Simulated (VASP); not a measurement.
Write the native input for VASP 6.6.1 that does the following.

| Property | Result |
| --- | --- |
| Task | single point |
| Functional | PBE |
| Dispersion | D3(BJ) |
| Potentials or basis | VASP PAW PBE potentials, release 64 (C) |
| Cutoff | 520 eV |
| k mesh | 15 × 15 × 15 |
| Occupations | gaussian, width 0.05 eV |
| Spin | no spin polarisation |
| Dipole correction | no |
| Further INCAR settings | ALGO = Normal; EDIFF = 1e-07; NBANDS = 11 |

The structure of C lies in POSCAR:

```
C
1.0
    1.2324984681      0.7115833223      3.3613878357
   -1.2324984681      0.7115833223      3.3613878357
    0.0000000000     -1.4231666447      3.3613878357
C
2
Direct
    0.1513453531      0.1513453531      0.1829649812
    0.8486546469      0.8486546469      0.8170350188
```

This cell differs from its parent crystal: atoms displaced along a vibrational mode.

One way to write it, as run:

INCAR

```
SYSTEM = C
PREC = Accurate ; ENCUT = 520
EDIFF = 1E-7 ; ISMEAR = 0
SIGMA = 0.05 ; LREAL = .FALSE.
LASPH = .TRUE. ; NELM = 80
ALGO = Normal ; ISIF = 2
LWAVE = .FALSE. ; LCHARG = .TRUE.
GGA = PE ; IVDW = 12
LELF = .TRUE. ; LVHAR = .TRUE.
NBANDS = 11
```

KPOINTS

```
Automatic mesh
0
G
  15 15 15
  0 0 0
```

Potentials or basis: VASP PAW PBE potentials, release 64 (C).

Launch:

```console
$ cat potpaw_PBE.64/C/POTCAR > POTCAR
$ mpirun -np 1 vasp_std > vasp.out
```

Results of the run:

```
Pressure                   : 3.8 GPa
Largest force              : 5.476 eV/Å
Dispersion energy per atom : -0.156 eV
```

Caveat: the cell differs from its parent crystal (atoms displaced along a vibrational mode); the cell stands under pressure; forces of over 1 eV/Å act on the atoms, so gaps and moduli don't describe the material at rest.

Run time: 8.2 min on 1 thread of Intel Xeon 8259CL, on a shared host, peak memory 0.28 GiB.
